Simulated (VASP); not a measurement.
Set up this calculation in VASP 6.6.1, as the native input.

```
Task                   : single point
Functional             : PBE
Potentials or basis    : VASP PAW PBE potentials, release 64 (Mn_pv, S)
Cutoff                 : 520 eV
k mesh                 : 4 × 5 × 6
Occupations            : gaussian, width 0.03 eV
Spin                   : collinear spin, antiferromagnetic start
Starting moments       : [4.5, -4.5, 0.0, 0.0] μB
Hubbard terms          : Mn d U = 3.1 eV
Dipole correction      : no
Further INCAR settings : ALGO = Normal; EDIFF = 1e-07; NBANDS = 31; ISYM = 0
```

The structure of MnS lies in POSCAR:

```
MnS
1.0
   -2.6200000000     -2.6200000000     -5.2400000000
    2.6200000000     -2.6200000000      0.0000000000
   -2.6200000000     -2.6200000000      0.0000000000
Mn S
2 2
Direct
    0.0000000000      0.0000000000      0.0000000000
    0.5000000000      0.5000000000      0.0000000000
    0.0000000000      0.5000000000      0.5000000000
    0.5000000000      0.0000000000      0.5000000000
```

The input as run:

INCAR

```
PREC = Accurate ; ENCUT = 520
EDIFF = 1E-7 ; ISMEAR = 0
SIGMA = 0.03 ; LREAL = F
LASPH = T ; NELM = 150
ALGO = Normal ; ISIF = 2
LWAVE = F ; LCHARG = F
ISPIN = 2 ; MAGMOM = 4.5 -4.5 0 0
LORBIT = 11 ; LMAXMIX = 4
LDAU = T ; LDAUTYPE = 2
LDAUL = 2 -1 ; LDAUU = 3.1 0
LDAUJ = 0 0 ; LDAUPRINT = 1
GGA = PE ; NBANDS = 31
ISYM = 0
```

KPOINTS

```
regular mesh
0
Gamma
  4 5 6
```

Potentials or basis: VASP PAW PBE potentials, release 64 (Mn_pv, S).

Command:

```sh
$ cat potpaw_PBE.64/Mn_pv/POTCAR potpaw_PBE.64/S/POTCAR > POTCAR
$ mpirun -np 1 vasp_std > vasp.out
```

Results of the run:

```
Pressure                                              : 1.3 GPa
Band gap on the k mesh                                : 0.96 eV
Net moment                                            : 0.00 μB per cell
Site moments                                          : Mn +4.54, -4.54; S +0.03, -0.03 μB
Valence electrons inside the program's atomic spheres : Mn 11.27; S 3.77
```

Caveat: an odd mesh through Γ misses points on the zone boundary, where band edges can lie.

Wall time 7.6 min on 1 thread of Intel Xeon 8259CL, on a shared host, peak memory 0.34 GiB.
